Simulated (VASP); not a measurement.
# HPbNO4 (P1) in VASP: single point with PBE-based screened hybrid

Aim: the single point of HPbNO4 with PBE-based screened hybrid.

All numbers are computed with VASP 6.6.1; they aren't measurements. Logs are shortened: lines on timing, memory, paths and dates and some standing lists are left out, and cuts for length are marked.

## Step 1: The cell of the first run

The typed cell holds 7 atoms: a = 4.275 Å, b = 5.609 Å, c = 5.670 Å, α = 100.02°, β = 111.92°, γ = 111.82°.

## Step 2: Single point, PBE-based screened hybrid

POSCAR reads:

```
HPbNO4
1.0
    4.2753100000     -0.0004000000      0.0063600000
   -2.0839900000      5.2077500000     -0.0490700000
   -2.1237700000     -1.8657400000      4.9149100000
H Pb N O
1 1 1 4
Direct
    0.9907300000      0.0333000000      0.9099400000
    0.5027400000      0.8198900000      0.1428700000
    0.0083800000      0.4740800000      0.5026500000
    0.9981600000      0.9274100000      0.0287700000
    0.1946700000      0.7343500000      0.6085200000
    0.8167300000      0.3588200000      0.2455600000
    0.0138100000      0.3312100000      0.6521700000
```

INCAR.step1 reads:

```
ALGO = Normal
EDIFF = 1E-5
ENCUT = 520
GGA = PE
ISIF = 2
ISMEAR = -1
LASPH = T
LCHARG = F
LREAL = F
LUSENCCL = F
LWAVE = T
NBANDS = 31
NELM = 80
PREC = Accurate
SIGMA = 0.05
```

INCAR.step2 reads:

```
AEXX = 0.25
ALGO = Normal
EDIFF = 1E-6
ENCUT = 520
GGA = PE
HFSCREEN = 0.3
ISIF = 2
ISMEAR = -1
ISTART = 1
LASPH = T
LCHARG = F
LHFCALC = T
LREAL = F
LUSENCCL = F
LWAVE = F
NBANDS = 31
NELM = 80
PREC = Accurate
PRECFOCK = Fast
SIGMA = 0.05
```

KPOINTS reads:

```
k-points
0
Gamma
  4 3 3
```

Potentials or basis: VASP PAW PBE potentials, release 64 (H, Pb_d, N, O).

Command:

```sh
cat potpaw_PBE.64/H/POTCAR potpaw_PBE.64/Pb_d/POTCAR potpaw_PBE.64/N/POTCAR potpaw_PBE.64/O/POTCAR > POTCAR
cp INCAR.step1 INCAR
mpirun -np 1 vasp_std > vasp.out
cp INCAR.step2 INCAR
mpirun -np 1 vasp_std > vasp.out
```

OUTCAR:

```text
AEXX = 0.25
   EDIFF = 1E-6
   ENCUT = 520
   GGA = PE
   HFSCREEN = 0.3
   ISIF = 2
   ISMEAR = -1
   ISTART = 1
   LASPH = T
   LHFCALC = T
   LREAL = F
   NELM = 80
   PREC = Accurate
   PRECFOCK = Fast

 ion  position               nearest neighbor table
   1  0.991  0.033  0.910-   4 0.97
   2  0.503  0.820  0.143-   4 2.34   4 2.34   6 2.66   5 2.68   7 2.89   7 3.02
   3  0.008  0.474  0.503-   7 1.26   5 1.27   6 1.27
   4  0.998  0.927  0.029-   1 0.97   2 2.34   2 2.34
   5  0.195  0.734  0.609-   3 1.27   2 2.68
   6  0.817  0.359  0.246-   3 1.27   2 2.66
   7  0.014  0.331  0.652-   3 1.26   2 2.89   2 3.02

  LATTYP: Found a triclinic cell.
 ALAT       =     8.3024666926
 B/A-ratio  =     0.5149451251
 C/A-ratio  =     0.7116445657
 COS(alpha) =     0.0126066529
 COS(beta)  =     0.3599949201
 COS(gamma) =     0.7788145159

  Lattice vectors:

 A1 = (  -6.4666300000,  -5.2069500000,   0.0363500000)
 A2 = (  -4.2753100000,   0.0004000000,  -0.0063600000)
 A3 = (  -0.0675500000,  -3.3416100000,  -4.8722000000)

Analysis of symmetry for initial positions (statically):
=====================================================================
 Subroutine PRICEL returns:
 Original cell was already a primitive cell.

 Routine SETGRP: Setting up the symmetry group for a
 triclinic supercell.

 Subroutine GETGRP returns: Found  1 space group operations
 (whereof  1 operations were pure point group operations)
 out of a pool of  2 trial point group operations.

The static configuration has the point symmetry C_1 .

Analysis of symmetry for dynamics (positions and initial velocities):
=====================================================================
 Subroutine PRICEL returns:
 Original cell was already a primitive cell.

 Routine SETGRP: Setting up the symmetry group for a
 triclinic supercell.

 Subroutine GETGRP returns: Found  1 space group operations
 (whereof  1 operations were pure point group operations)
 out of a pool of  2 trial point group operations.

The dynamic configuration has the point symmetry C_1 .

 Subroutine INISYM returns: Found  1 space group operations
 (whereof  1 operations are pure point group operations),
 and found     1 'primitive' translations

----------------------------------------------------------------------------------------

                                     Primitive cell

  volume of cell :     109.1287

  direct lattice vectors                    reciprocal lattice vectors
     4.275310000 -0.000400000  0.006360000     0.233706268  0.094813123  0.136978092
    -2.083990000  5.207750000 -0.049070000    -0.000090720  0.192674001  0.073101424
    -2.123770000 -1.865740000  4.914910000    -0.000303327  0.001800949  0.204015110

  length of vectors
     4.275314749  5.609463633  5.669896390     0.287003738  0.206075465  0.204023285

  position of ions in fractional coordinates (direct lattice)
     0.990730000  0.033300000  0.909940000
     0.502740000  0.819890000  0.142870000
     0.008380000  0.474080000  0.502650000
     0.998160000  0.927410000  0.028770000
     0.194670000  0.734350000  0.608520000
     0.816730000  0.358820000  0.245560000
     0.013810000  0.331210000  0.652170000

  ion indices of the primitive-cell ions
   primitive index   ion index
                 1           1
                 2           2
                 3           3
                 4           4
                 5           5
                 6           6
                 7           7

----------------------------------------------------------------------------------------

 KPOINTS: k-points

Automatic generation of k-mesh.
 Grid dimensions read from file:
 generate k-points for:    4    3    3

 Generating k-lattice:

  Cartesian coordinates                     Fractional coordinates (reciprocal lattice)
     0.058426567  0.023703281  0.034244523     0.250000000 -0.000000000  0.000000000
    -0.000030240  0.064224667  0.024367141     0.000000000  0.333333333 -0.000000000
    -0.000101109  0.000600316  0.068005037     0.000000000 -0.000000000  0.333333333

  Length of vectors
     0.071750935  0.068691822  0.068007762

  Shift w.r.t. Gamma in fractional coordinates (k-lattice)
     0.000000000  0.000000000  0.000000000

 Subroutine IBZKPT returns following result:
 ===========================================

 Found     19 irreducible k-points:

 Following reciprocal coordinates:
            Coordinates               Weight
  0.000000  0.000000  0.000000      1.000000
  0.250000  0.000000  0.000000      2.000000
  0.500000  0.000000  0.000000      1.000000
  0.000000  0.333333  0.000000      2.000000
  0.250000  0.333333  0.000000      2.000000
  0.500000  0.333333  0.000000      2.000000
[... 11 lines left out ...]
  0.500000 -0.333333  0.333333      2.000000
 -0.250000 -0.333333  0.333333      2.000000
   k-points           NKPTS =     19   k-points in BZ     NKDIM =     36   number of bands    NBANDS=     31
   number of dos      NEDOS =    301   number of ions     NIONS =      7
   total plane-waves  NPLWV =  56448
   dimension x,y,z NGX =    32 NGY =   42 NGZ =   42
   dimension x,y,z NGXF=    64 NGYF=   84 NGZF=   84
   ions per type =               1   1   1   4
   NGX,Y,Z   is equivalent  to a cutoff of  12.44, 12.45, 12.31 a.u.
   NGXF,Y,Z  is equivalent  to a cutoff of  24.89, 24.89, 24.63 a.u.
 SYSTEM =  unknown system
   PREC   = accura    normal or accurate (medium, high low for compatibility)
   ISTART =      1    job   : 0-new  1-cont  2-samecut
   ICHARG =      0    charge: 1-file 2-atom 10-const
   ISPIN  =      1    spin polarized calculation?
   LNONCOLLINEAR =      F non collinear calculations
   LSORBIT =      F    spin-orbit coupling
   LASPH  =      T    aspherical Exc in radial PAW
   ENCUT  =  520.0 eV  38.22 Ry    6.18 a.u.   7.95 10.43 10.54*2*pi/ulx,y,z
   NELM   =     80;   NELMIN=  2; NELMDL=  0     # of ELM steps
   EDIFF  = 0.1E-05   stopping-criterion for ELM
   LREAL  =      F    real-space projection
   EDIFFG = 0.1E-04   stopping-criterion for IOM
   NSW    =      0    number of steps for IOM
   IBRION =     -1    ionic relax: 0-MD 1-quasi-New 2-CG
   NFREE  =      0    steps in history (QN), initial steepest desc. (CG)
   ISIF   =      2    stress and relaxation
   ISYM   =      3    0-nonsym 1-usesym 2-fastsym
   POTIM  = 0.5000    time-step for ionic-motion
   TEBEG  =    0.0;   TEEND  =   0.0 temperature during run
   PSTRESS=    0.0 pullay stress
   NELECT =      44.0000    total number of electrons
   NUPDOWN=      -1.0000    fix difference up-down
   EMIN   =  10.00;   EMAX   =-10.00  energy-range for DOS
   EFERMI =   0.00;   METHOD = LEGACY
   ISMEAR =    -1;   SIGMA  =   0.05  broadening in eV -4-tet -1-fermi 0-gaus
   EFERMI_NEDOS =   21; number of points for ismear=-14 and -15
   IALGO  =     38    algorithm
   IMIX   =      1    mixing-type and parameters
     AMIX     =   0.40;   BMIX     =  1.00
     AMIX_MAG =   1.60;   BMIX_MAG =  1.00
  volume/ion in A,a.u.               =      15.59       105.21
  Fermi-wavevector in a.u.,A,eV,Ry     =   1.209426  2.285484 19.901399  1.462712
  Thomas-Fermi vector in A             =   2.345004
   LORBIT       =      0    0 simple, 1 ext, 2 COOP (PROOUT), +10 PAW based schemes
   GGA     = PE    functional components
   LHFCALC =     T    Hartree Fock is set to
   PRECFOCK=fast      Normal, Fast or Accurate (Low or Medium for compatibility)
   ENCUT4O =  -1.0   cutoff for four orbital integrals eV
   NKREDX  =     1    reduce k-point grid by
   NKREDY  =     1    reduce k-point grid by
   NKREDZ  =     1    reduce k-point grid by
   AEXX    =    0.2500 exact exchange contribution
   HFSCREEN=    0.3000 screening length (either q_TF or 0.3 A-1)
   HFSCREENC=   0.3000 screening length for correlation (either q_TF or 0.3 A-1)
   ENCUTFOCK=  -1.0 apply spherical cutoff to Coloumb kernel
   IVDW    =     0    specifies the selected vdW correction
   LEPSILON=     F    determine dielectric tensor
   LRPA    =     F    only Hartree local field effects (RPA)
 non-spin polarized calculation
  energy-cutoff  :      520.00
  volume of cell :      109.13
 maximum number of plane-waves:      2952
  NGX = 18; NGY = 24; NGZ = 24

 number of electron      44.0000003 magnetization

 Free energy of the ion-electron system (eV)
  ---------------------------------------------------
  ext. energy  EPLUGINS =         0.00000000
  ---------------------------------------------------
  free energy    TOTEN  =       -49.85640296 eV

  energy without entropy =      -49.85640296  energy(sigma->0) =      -49.85640296

 E-fermi :   0.6870     XC(G=0):  -6.9834

 val. band max:       -0.3690653811   @ k =   0.5000   0.0000   0.0000
 cond. band min:       3.5392092912   @ k =   0.2500   0.3333   0.3333
 fundamental gap:      3.9082746723
 Fermi energy:         0.6869830682

 k-point     1 :       0.0000    0.0000    0.0000
  band No.  band energies     occupation
      1     -28.6537      2.00000
      2     -22.7848      2.00000
      3     -22.7644      2.00000
      4     -19.7651      2.00000
      5     -16.8538      2.00000
      6     -16.8503      2.00000
[... 23 lines left out ...]
     30      11.5758      0.00000
     31      12.1742      0.00000

 k-point     2 :       0.2500    0.0000    0.0000
  band No.  band energies     occupation
      1     -28.6490      2.00000
      2     -22.7883      2.00000
      3     -22.7647      2.00000
      4     -19.7183      2.00000
      5     -16.8746      2.00000
      6     -16.8637      2.00000
[... 23 lines left out ...]
     30      11.5142      0.00000
     31      12.3982      0.00000

 k-point     3 :       0.5000    0.0000    0.0000
  band No.  band energies     occupation
      1     -28.6444      2.00000
      2     -22.7890      2.00000
      3     -22.7657      2.00000
      4     -19.6754      2.00000
      5     -16.8879      2.00000
      6     -16.8810      2.00000
[... 533 lines left out ...]
     30      11.0733      0.00000
     31      12.5894      0.00000

 k-point    19 :      -0.2500   -0.3333    0.3333
  band No.  band energies     occupation
      1     -28.6470      2.00000
      2     -22.7860      2.00000
      3     -22.7741      2.00000
      4     -19.7169      2.00000
      5     -16.8737      2.00000
      6     -16.8676      2.00000
[... 23 lines left out ...]
     30      11.5424      0.00000
     31      12.5957      0.00000

------------------------ aborting loop because EDIFF is reached ----------------------------------------

  FORCE on cell =-STRESS in cart. coord.  units (eV):
  Direction    XX          YY          ZZ          XY          YZ          ZX
  --------------------------------------------------------------------------------------
  -------------------------------------------------------------------------------------
  Total       -1.0129041     -2.5877656     -2.3737554     -0.0278488      0.2804475     -0.0434793
  in kB      -14.8709855    -37.9923691    -34.8503714     -0.4088632      4.1173996     -0.6383435
  external PRESSURE =     -29.2379087 kB  Pullay stress =       0.0000000 kB

 VOLUME and BASIS-vectors are now :
 -----------------------------------------------------------------------------
  energy-cutoff  :      520.00
  volume of cell :      109.13
      direct lattice vectors                 reciprocal lattice vectors
     4.275310000 -0.000400000  0.006360000     0.233706268  0.094813123  0.136978092
    -2.083990000  5.207750000 -0.049070000    -0.000090720  0.192674001  0.073101424
    -2.123770000 -1.865740000  4.914910000    -0.000303327  0.001800949  0.204015110

 POSITION                                       TOTAL-FORCE (eV/Angst)
 -----------------------------------------------------------------------------------
      2.23378     -1.52469      4.47694         0.000452     -0.320097      0.246053
      0.13730      4.00302      0.66516         0.002512      0.143451     -0.101600
     -2.01966      1.53107      2.44727        -0.002972      0.045705     -0.044526
      2.27363      4.77564      0.10224        -0.002869      0.222951     -0.177432
     -1.99046      2.68889      2.95602        -0.019782     -0.896704     -0.309107
      2.22248      1.41017      1.19449         0.024212      0.014248      0.946133
     -2.01626      0.50807      3.18919        -0.001553      0.790445     -0.559521
 -----------------------------------------------------------------------------------
    total drift:                                0.000119      0.000570     -0.000424

  FREE ENERGIE OF THE ION-ELECTRON SYSTEM (eV)
  ---------------------------------------------------
  free  energy   TOTEN  =       -49.8564029637 eV

  energy  without entropy=      -49.8564029636  energy(sigma->0) =      -49.85640296
```

It used 260 s of CPU time on 1 × NVIDIA H100 80GB with 1 thread of AMD EPYC 7R13 Processor (Zen 3) (shared host).

What came out:

```
Free energy            : -49.8564 eV
Pressure               : -2.9 GPa
Largest force          : 0.968 eV/Å
Band gap on the k mesh : 3.91 eV, indirect (least direct gap 4.19 eV)
```

Forces on the atoms (eV/Å):
```
H    0.000 -0.320  0.246
Pb   0.003  0.143 -0.102
N   -0.003  0.046 -0.045
O   -0.003  0.223 -0.177
O   -0.020 -0.897 -0.309
O    0.024  0.014  0.946
O   -0.002  0.790 -0.560
```

Levels at points of the mesh, in eV from the valence-band top:
| k point | band 19 | band 20 | band 21 | band 22 | band 23 | band 24 | band 25 | band 26 |
| --- | --- | --- | --- | --- | --- | --- | --- | --- |
| (0.00, 0.00, 0.00) | -2.37 | -2.34 | -1.49 | -0.86 | 4.46 | 5.47 | 6.22 | 7.09 |
| (0.50, 0.00, 0.00) | -2.45 | -1.57 | -1.10 | 0.00 | 4.27 | 5.24 | 6.48 | 7.07 |

Caveat: the k points lie up to 0.45 Å⁻¹ apart; the PAW data sets were made with another functional, which shifts forces and pressure a little; spin-orbit coupling is left out, which moves the levels of the heavy elements. A k mesh can miss the band edges.
